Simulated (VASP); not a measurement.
BN:

```
B N
1.0
     0.00000    1.74583    1.74583
     1.74583    0.00000    1.74583
     1.74583    1.74583    0.00000
B N
1 1
Direct
  0.00000 0.00000 0.00000
  0.50000 0.50000 0.50000
```

Base run:

* Program: VASP 6.6.1
* Functional: PBE
* Potentials or basis: VASP PAW PBE potentials, release 64 (B, N)
* Cutoff: 520 eV
* k mesh: 8 × 8 × 8
* Occupations: gaussian, width 0.01 eV
* Spin: no spin polarisation

Its results: band gap on the k mesh 1.33 eV (least direct gap 5.85 eV); pressure 3.8 GPa.

Task: After a change of settings the same cell gave: band gap on the k mesh 1.20 eV (least direct gap 5.85 eV); pressure 3.9 GPa. Which change was it?
A. functional from PBE to HSE06
B. k mesh from 8 × 8 × 8 to 12 × 12 × 12
C. functional from PBE to r2SCAN
D. functional from PBE to PBE0

Result: B.

Caveats: the cell stands under pressure; the structure was generated, so it needn't be the stable form of BN.
